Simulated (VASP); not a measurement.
# Te (Im-3m) in VASP: notebook

The runs below take Te through single point, with PBE, revPBE, PBEsol.

Everything below comes from runs of VASP 6.6.1. Logs are shortened: lines on timing, memory, paths and dates and some standing lists are left out, and cuts for length are marked.

### 1 The cell of the first run

Symmetry: Im-3m, No. 229, cubic system. The conventional cell has a = 4.152 Å, b = 4.152 Å, c = 4.152 Å, α = 90.00°, β = 90.00°, γ = 90.00°. Within 4.7 Å of Te (site symmetry m-3m) lie 14 Te at 3.60 to 4.15 Å.

### 2 Single point, PBE

The input, INCAR:

```
  PREC = Accurate
  ENCUT = 520
  EDIFF = 1E-6
  ISMEAR = -1
  SIGMA = 0.032
  LREAL = False
  LASPH = True
  NELM = 100
  ALGO = Normal
  ISIF = 2
  LWAVE = False
  LCHARG = False
  GGA = PE
  NBANDS = 9
```

The input, KPOINTS:

```
Automatic mesh
0
Gamma
  6 6 6
```

The input, POSCAR:

```
Te
1.0
   -2.0760470000      2.0760470000      2.0760470000
    2.0760470000     -2.0760470000      2.0760470000
    2.0760470000      2.0760470000     -2.0760470000
Te
1
Direct
    0.0000000000      0.0000000000      0.0000000000
```

Potentials or basis: VASP PAW PBE potentials, release 64 (Te).

The run is started by

```sh
cat potpaw_PBE.64/Te/POTCAR > POTCAR
mpirun -np 1 vasp_std > vasp.out
```

OUTCAR:

```text
PREC = Accurate
   ENCUT = 520
   EDIFF = 1E-6
   ISMEAR = -1
   LREAL = False
   LASPH = True
   NELM = 100
   ISIF = 2
   GGA = PE

 ion  position               nearest neighbor table
   1  0.000  0.000  0.000-

  LATTYP: Found a body centered cubic cell.
 ALAT       =     4.1520940000

  Lattice vectors:

 A1 = (  -2.0760470000,   2.0760470000,   2.0760470000)
 A2 = (   2.0760470000,  -2.0760470000,   2.0760470000)
 A3 = (   2.0760470000,   2.0760470000,  -2.0760470000)

Analysis of symmetry for initial positions (statically):
=====================================================================
 Subroutine PRICEL returns:
 Original cell was already a primitive cell.

 Routine SETGRP: Setting up the symmetry group for a
 body centered cubic supercell.

 Subroutine GETGRP returns: Found 48 space group operations
 (whereof 48 operations were pure point group operations)
 out of a pool of 48 trial point group operations.

The static configuration has the point symmetry O_h .

Analysis of symmetry for dynamics (positions and initial velocities):
=====================================================================
 Subroutine PRICEL returns:
 Original cell was already a primitive cell.

 Routine SETGRP: Setting up the symmetry group for a
 body centered cubic supercell.

 Subroutine GETGRP returns: Found 48 space group operations
 (whereof 48 operations were pure point group operations)
 out of a pool of 48 trial point group operations.

The dynamic configuration has the point symmetry O_h .

 Subroutine INISYM returns: Found 48 space group operations
 (whereof 48 operations are pure point group operations),
 and found     1 'primitive' translations

----------------------------------------------------------------------------------------

                                     Primitive cell

  volume of cell :      35.7908

  direct lattice vectors                    reciprocal lattice vectors
    -2.076047000  2.076047000  2.076047000     0.000000000  0.240842332  0.240842332
     2.076047000 -2.076047000  2.076047000     0.240842332  0.000000000  0.240842332
     2.076047000  2.076047000 -2.076047000     0.240842332  0.240842332  0.000000000

  length of vectors
     3.595818883  3.595818883  3.595818883     0.340602492  0.340602492  0.340602492

  position of ions in fractional coordinates (direct lattice)
     0.000000000  0.000000000  0.000000000

  ion indices of the primitive-cell ions
   primitive index   ion index
                 1           1

----------------------------------------------------------------------------------------

 KPOINTS: Automatic mesh

Automatic generation of k-mesh.
 Grid dimensions read from file:
 generate k-points for:    6    6    6

 Generating k-lattice:

  Cartesian coordinates                     Fractional coordinates (reciprocal lattice)
     0.000000000  0.040140389  0.040140389     0.166666667  0.000000000  0.000000000
     0.040140389  0.000000000  0.040140389     0.000000000  0.166666667  0.000000000
     0.040140389  0.040140389  0.000000000     0.000000000  0.000000000  0.166666667

  Length of vectors
     0.056767082  0.056767082  0.056767082

  Shift w.r.t. Gamma in fractional coordinates (k-lattice)
     0.000000000  0.000000000  0.000000000

 Subroutine IBZKPT returns following result:
 ===========================================

 Found     16 irreducible k-points:

 Following reciprocal coordinates:
            Coordinates               Weight
  0.000000  0.000000  0.000000      1.000000
  0.166667  0.000000  0.000000     12.000000
  0.333333  0.000000  0.000000     12.000000
  0.500000  0.000000  0.000000      6.000000
  0.166667  0.166667  0.000000     24.000000
  0.333333  0.166667 -0.000000     48.000000
  0.333333  0.333333  0.000000      8.000000
  0.166667  0.166667  0.166667      8.000000
  0.333333  0.166667  0.166667     12.000000
 -0.166667  0.166667  0.166667      6.000000
 -0.333333  0.333333  0.166667     24.000000
  0.500000  0.500000  0.166667     12.000000
 -0.333333  0.500000  0.166667     24.000000
 -0.333333  0.333333  0.333333      6.000000
  0.500000  0.500000  0.333333     12.000000
  0.500000  0.500000  0.500000      1.000000
   k-points           NKPTS =     16   k-points in BZ     NKDIM =     16   number of bands    NBANDS=      9
   number of dos      NEDOS =    301   number of ions     NIONS =      1
   total plane-waves  NPLWV =  21952
   dimension x,y,z NGX =    28 NGY =   28 NGZ =   28
   dimension x,y,z NGXF=    56 NGYF=   56 NGZF=   56
   ions per type =               1
   NGX,Y,Z   is equivalent  to a cutoff of  12.95, 12.95, 12.95 a.u.
   NGXF,Y,Z  is equivalent  to a cutoff of  25.89, 25.89, 25.89 a.u.
 SYSTEM =  unknown system
   PREC   = accura    normal or accurate (medium, high low for compatibility)
   ISTART =      0    job   : 0-new  1-cont  2-samecut
   ICHARG =      2    charge: 1-file 2-atom 10-const
   ISPIN  =      1    spin polarized calculation?
   LNONCOLLINEAR =      F non collinear calculations
   LSORBIT =      F    spin-orbit coupling
   LASPH  =      T    aspherical Exc in radial PAW
   ENCUT  =  520.0 eV  38.22 Ry    6.18 a.u.   6.69  6.69  6.69*2*pi/ulx,y,z
   NELM   =    100;   NELMIN=  2; NELMDL= -5     # of ELM steps
   EDIFF  = 0.1E-05   stopping-criterion for ELM
   LREAL  =      F    real-space projection
   EDIFFG = 0.1E-04   stopping-criterion for IOM
   NSW    =      0    number of steps for IOM
   IBRION =     -1    ionic relax: 0-MD 1-quasi-New 2-CG
   NFREE  =      0    steps in history (QN), initial steepest desc. (CG)
   ISIF   =      2    stress and relaxation
   ISYM   =      2    0-nonsym 1-usesym 2-fastsym
   POTIM  = 0.5000    time-step for ionic-motion
   TEBEG  =    0.0;   TEEND  =   0.0 temperature during run
   PSTRESS=    0.0 pullay stress
   NELECT =       6.0000    total number of electrons
   NUPDOWN=      -1.0000    fix difference up-down
   EMIN   =  10.00;   EMAX   =-10.00  energy-range for DOS
   EFERMI =   0.00;   METHOD = LEGACY
   ISMEAR =    -1;   SIGMA  =   0.03  broadening in eV -4-tet -1-fermi 0-gaus
   EFERMI_NEDOS =   21; number of points for ismear=-14 and -15
   IALGO  =     38    algorithm
   IMIX   =      4    mixing-type and parameters
     AMIX     =   0.40;   BMIX     =  1.00
     AMIX_MAG =   1.60;   BMIX_MAG =  1.00
  volume/ion in A,a.u.               =      35.79       241.53
  Fermi-wavevector in a.u.,A,eV,Ry     =   0.902682  1.705821 11.086498  0.814835
  Thomas-Fermi vector in A             =   2.025915
   LORBIT       =      0    0 simple, 1 ext, 2 COOP (PROOUT), +10 PAW based schemes
   GGA     = PE    functional components
   LHFCALC =     F    Hartree Fock is set to
   AEXX    =    0.0000 exact exchange contribution
   IVDW    =     0    specifies the selected vdW correction
   LEPSILON=     F    determine dielectric tensor
   LRPA    =     F    only Hartree local field effects (RPA)
 non-spin polarized calculation
  energy-cutoff  :      520.00
  volume of cell :       35.79
 maximum number of plane-waves:       978
   NGX = 13   NGY = 13   NGZ = 13

 number of electron       6.0000001 magnetization

 Free energy of the ion-electron system (eV)
  ---------------------------------------------------
  ext. energy  EPLUGINS =         0.00000000
  ---------------------------------------------------
  free energy    TOTEN  =        -2.58098158 eV

  energy without entropy =       -2.57344491  energy(sigma->0) =       -2.57721324

 E-fermi :   5.1040     XC(G=0):  -9.0758

 val. band max:        5.0905660020   @ k =   0.1667   0.1667   0.0000
 cond. band min:       5.1606732145   @ k =   0.5000   0.5000   0.1667
 fundamental gap:      0.0701072125
 Fermi energy:         5.1039968265

 k-point     1 :       0.0000    0.0000    0.0000
  band No.  band energies     occupation
      1      -7.3345      2.00000
      2       6.9210      0.00000
      3       6.9210      0.00000
      4       6.9210      0.00000
      5      12.4669      0.00000
      6      14.4101      0.00000
      7      14.4101      0.00000
      8      14.4101      0.00000
      9      16.5249      0.00000

 k-point     2 :       0.1667    0.0000    0.0000
  band No.  band energies     occupation
      1      -6.9770      2.00000
      2       4.8858      1.99782
      3       6.2705      0.00000
      4       6.7975      0.00000
      5      12.5232      0.00000
      6      13.2041      0.00000
      7      14.7186      0.00000
      8      15.6193      0.00000
      9      15.8615      0.00000

 k-point     3 :       0.3333    0.0000    0.0000
  band No.  band energies     occupation
      1      -6.0616      2.00000
      2       1.9645      2.00000
      3       5.3024      0.00405
      4       6.5384      0.00000
      5      10.9305      0.00000
      6      12.0331      0.00000
      7      16.0405      0.00000
      8      16.3483      0.00000
      9      19.0379      0.00000

 k-point     4 :       0.5000    0.0000    0.0000
  band No.  band energies     occupation
      1      -5.4087      2.00000
      2       0.5628      2.00000
      3       4.9117      1.99510
      4       6.4058      0.00000
      5      10.3730      0.00000
      6      11.6267      0.00000
      7      17.1714      0.00000
      8      18.1001      0.00000
      9      18.5023      0.00000

 k-point     5 :       0.1667    0.1667    0.0000
  band No.  band energies     occupation
      1      -6.3310      2.00000
      2       2.9819      2.00000
      3       5.0906      1.20683
      4       6.2317      0.00000
      5      12.1274      0.00000
      6      12.8811      0.00000
      7      15.1537      0.00000
      8      15.3959      0.00000
      9      17.8312      0.00000

 k-point     6 :       0.3333    0.1667   -0.0000
  band No.  band energies     occupation
      1      -5.4508      2.00000
      2       1.2033      2.00000
      3       3.8572      2.00000
      4       5.8851      0.00000
      5      11.4583      0.00000
      6      13.0728      0.00000
      7      15.5518      0.00000
      8      17.1707      0.00000
      9      19.4414      0.00000

 k-point     7 :       0.3333    0.3333    0.0000
  band No.  band energies     occupation
      1      -5.1017      2.00000
      2       1.8585      2.00000
      3       1.8585      2.00000
      4       5.6509      0.00000
      5      11.9691      0.00000
      6      14.5829      0.00000
      7      14.5829      0.00000
      8      18.4474      0.00000
      9      18.4474      0.00000

 k-point     8 :       0.1667    0.1667    0.1667
  band No.  band energies     occupation
      1      -5.6183      2.00000
      2       1.7685      2.00000
      3       4.3286      2.00000
      4       4.3286      2.00000
      5      13.8317      0.00000
      6      13.8317      0.00000
      7      15.6021      0.00000
      8      17.7711      0.00000
      9      17.7711      0.00000

 k-point     9 :       0.3333    0.1667    0.1667
  band No.  band energies     occupation
      1      -5.1757      2.00000
      2       1.4747      2.00000
      3       3.0305      2.00000
      4       4.0148      2.00000
      5      14.2981      0.00000
      6      14.2999      0.00000
      7      17.6288      0.00000
      8      18.7549      0.00000
      9      19.2225      0.00000

 k-point    10 :      -0.1667    0.1667    0.1667
  band No.  band energies     occupation
      1      -6.6305      2.00000
      2       4.4824      2.00000
      3       5.5819      0.00000
      4       5.5819      0.00000
      5      12.3079      0.00000
      6      14.3530      0.00000
      7      14.3530      0.00000
      8      14.7626      0.00000
      9      15.1926      0.00000

 k-point    11 :      -0.3333    0.3333    0.1667
  band No.  band energies     occupation
      1      -5.7531      2.00000
      2       2.2261      2.00000
      3       4.5839      2.00000
      4       5.2302      0.03799
      5      11.3253      0.00000
      6      13.5945      0.00000
      7      13.6526      0.00000
      8      16.2166      0.00000
      9      18.2793      0.00000

 k-point    12 :       0.5000    0.5000    0.1667
  band No.  band energies     occupation
      1      -5.1410      2.00000
      2       0.9610      2.00000
      3       4.1867      2.00000
      4       5.1607      0.29080
      5      11.3136      0.00000
      6      13.2102      0.00000
      7      14.0437      0.00000
      8      14.4527      0.00000
      9      22.3716      0.00000

 k-point    13 :      -0.3333    0.5000    0.1667
  band No.  band energies     occupation
      1      -5.0112      2.00000
      2       1.6676      2.00000
      3       2.8468      2.00000
      4       5.2416      0.02673
      5      11.1934      0.00000
      6      12.6032      0.00000
      7      13.4245      0.00000
      8      17.2569      0.00000
      9      18.4445      0.00000

 k-point    14 :      -0.3333    0.3333    0.3333
  band No.  band energies     occupation
      1      -4.9993      2.00000
      2       2.5517      2.00000
      3       3.5619      2.00000
      4       3.5619      2.00000
      5       9.6391      0.00000
      6      12.3529      0.00000
      7      16.8254      0.00000
      8      16.8254      0.00000
      9      17.5381      0.00000

 k-point    15 :       0.5000    0.5000    0.3333
  band No.  band energies     occupation
      1      -4.5082      2.00000
      2       1.9939      2.00000
      3       3.1588      2.00000
      4       3.4997      2.00000
      5       9.6480      0.00000
      6      10.3928      0.00000
      7      16.7785      0.00000
      8      17.1389      0.00000
      9      21.5725      0.00000

 k-point    16 :       0.5000    0.5000    0.5000
  band No.  band energies     occupation
      1      -4.1178      2.00000
      2       2.7541      2.00000
      3       2.7541      2.00000
      4       2.7541      2.00000
      5       8.7469      0.00000
      6       8.7469      0.00000
      7      21.1403      0.00000
      8      21.1404      0.00000
      9      21.1423      0.00000

------------------------ aborting loop because EDIFF is reached ----------------------------------------

  FORCE on cell =-STRESS in cart. coord.  units (eV):
  Direction    XX          YY          ZZ          XY          YZ          ZX
  --------------------------------------------------------------------------------------
  -------------------------------------------------------------------------------------
  Total       -1.5649648     -1.5649648     -1.5649648      0.0000000      0.0000000      0.0000000
  in kB      -70.0557225    -70.0557225    -70.0557225      0.0000000      0.0000000      0.0000000
  external PRESSURE =     -70.0557225 kB  Pullay stress =       0.0000000 kB

 VOLUME and BASIS-vectors are now :
 -----------------------------------------------------------------------------
  energy-cutoff  :      520.00
  volume of cell :       35.79
      direct lattice vectors                 reciprocal lattice vectors
    -2.076047000  2.076047000  2.076047000     0.000000000  0.240842332  0.240842332
     2.076047000 -2.076047000  2.076047000     0.240842332  0.000000000  0.240842332
     2.076047000  2.076047000 -2.076047000     0.240842332  0.240842332  0.000000000

 POSITION                                       TOTAL-FORCE (eV/Angst)
 -----------------------------------------------------------------------------------
      0.00000      0.00000      0.00000         0.000000     -0.000000     -0.000000
 -----------------------------------------------------------------------------------
    total drift:                                0.000000      0.000000      0.000000

  FREE ENERGIE OF THE ION-ELECTRON SYSTEM (eV)
  ---------------------------------------------------
  free  energy   TOTEN  =        -2.5809815765 eV

  energy  without entropy=       -2.5734449063  energy(sigma->0) =       -2.57721324
```

Wall time 4 s (1 thread of Intel Xeon 6975P-C (Granite Rapids), shared host); peak memory 0.15 GiB.

Results:

```yaml
Free_energy: -2.5810 eV
Pressure: -7.0 GPa
Band_gap_on_the_k_mesh: zero (band 3 reaches 6.92 eV, above the bottom of band 4 at 2.75 eV)
```

Levels at points of the mesh, in eV from the Fermi level:
```
           k point  band 1  band 2  band 3  band 4  band 5  band 6
(0.00, 0.00, 0.00)  -12.44    1.82    1.82    1.82    7.36    9.31
(0.50, 0.00, 0.00)  -10.51   -4.54   -0.19    1.30    5.27    6.52
(0.50, 0.50, 0.50)   -9.22   -2.35   -2.35   -2.35    3.64    3.64
```

Caveat: spin-orbit coupling is left out, which moves the levels of the heavy elements.

### 3 Single point, revPBE

The input, INCAR:

```
PREC = Accurate ; ENCUT = 520
EDIFF = 1E-7 ; ISMEAR = -1
SIGMA = 0.032 ; LREAL = F
LASPH = T ; NELM = 80
ALGO = Normal ; ISIF = 2
LWAVE = F ; LCHARG = F
GGA = RE ; NBANDS = 9
```

KPOINTS is that of step 2.

POSCAR is that of step 2.

Potentials or basis: VASP PAW PBE potentials, release 64 (Te).

The run is started by

```sh
cat potpaw_PBE.64/Te/POTCAR > POTCAR
mpirun -np 1 vasp_std > vasp.out
```

Wall time 3.9 s (1 thread of Intel Xeon 6975P-C (Granite Rapids), shared host); peak memory 0.15 GiB.

Results (log left out):

```yaml
Free_energy: -2.2690 eV
Pressure: -6.2 GPa
Band_gap_on_the_k_mesh: zero (band 3 reaches 6.99 eV, above the bottom of band 4 at 2.82 eV)
```

Levels at points of the mesh, in eV from the Fermi level:
```csv
k point,band 1,band 2,band 3,band 4,band 5,band 6
"(0.00, 0.00, 0.00)",-12.43,1.81,1.81,1.81,7.41,9.29
"(0.50, 0.00, 0.00)",-10.50,-4.54,-0.20,1.30,5.29,6.52
"(0.50, 0.50, 0.50)",-9.21,-2.35,-2.35,-2.35,3.66,3.66
```

Caveat: the PAW data sets were made with another functional, which shifts forces and pressure a little; spin-orbit coupling is left out, which moves the levels of the heavy elements.

### 4 Single point, PBEsol

The input, INCAR:

```
SYSTEM = Te
  PREC = Accurate
  ENCUT = 520
  EDIFF = 1E-7
  ISMEAR = -1
  SIGMA = 0.032
  LREAL = .FALSE.
  LASPH = .TRUE.
  NELM = 60
  ALGO = Normal
  ISIF = 2
  LWAVE = .FALSE.
  LCHARG = .FALSE.
  GGA = PS
  NBANDS = 9
```

The input, KPOINTS:

```
regular mesh
0
G
  6 6 6
  0 0 0
```

POSCAR is that of step 3.

The run is started by

```sh
cat potpaw_PBE.64/Te/POTCAR > POTCAR
mpirun -np 1 vasp_std > vasp.out
```

Wall time 3.5 s (1 thread of Intel Xeon 6975P-C (Granite Rapids), shared host); peak memory 0.15 GiB.

It converged, with:

```yaml
Free_energy: -2.9179 eV
Pressure: -9.1 GPa
Band_gap_on_the_k_mesh: zero (band 3 reaches 6.80 eV, above the bottom of band 4 at 2.62 eV)
```

Levels at points of the mesh, in eV from the Fermi level:
| k point | band 1 | band 2 | band 3 | band 4 | band 5 | band 6 | band 7 | band 8 |
| --- | --- | --- | --- | --- | --- | --- | --- | --- |
| (0.00, 0.00, 0.00) | -12.45 | 1.83 | 1.83 | 1.83 | 7.25 | 9.32 | 9.32 | 9.32 |
| (0.50, 0.00, 0.00) | -10.52 | -4.56 | -0.18 | 1.31 | 5.20 | 6.50 | 12.00 | 13.00 |
| (0.50, 0.50, 0.50) | -9.23 | -2.35 | -2.35 | -2.35 | 3.57 | 3.57 | 15.99 | 15.99 |

Caveat: the PAW data sets were made with another functional, which shifts forces and pressure a little; spin-orbit coupling is left out, which moves the levels of the heavy elements.

### 5 Single point, PBE

The input, INCAR:

```
PREC = Accurate ; ENCUT = 520
EDIFF = 1E-6 ; ISMEAR = -1
SIGMA = 0.032 ; LREAL = False
LASPH = True ; NELM = 80
ALGO = Normal ; ISIF = 2
LWAVE = False ; LCHARG = True
GGA = PE ; LELF = True
LVHAR = True ; NBANDS = 9
```

The input, KPOINTS:

```
Automatic mesh
0
Gamma
  6 6 6
  0.5 0.5 0.5
```

POSCAR is that of step 4.

The run is started by

```sh
cat potpaw_PBE.64/Te/POTCAR > POTCAR
mpirun -np 1 vasp_std > vasp.out
```

Run time: 3.8 s. Hardware: 1 thread of Intel Xeon 6975P-C (Granite Rapids), shared host; peak memory 0.15 GiB.

The run converged. Its results:

```yaml
Free_energy: -2.6389 eV
Pressure: -6.9 GPa
Band_gap_on_the_k_mesh: zero (band 3 reaches 6.54 eV, above the bottom of band 4 at 2.58 eV)
```

Levels at points of the mesh, in eV from the Fermi level:
```csv
k point,band 1,band 2,band 3,band 4,band 5,band 6,band 7,band 8
"(0.08, 0.08, 0.08)",-11.62,-0.58,1.46,1.46,8.27,8.27,9.00,11.32
```

Caveat: spin-orbit coupling is left out, which moves the levels of the heavy elements.

(Continued in part 2 of 2.)
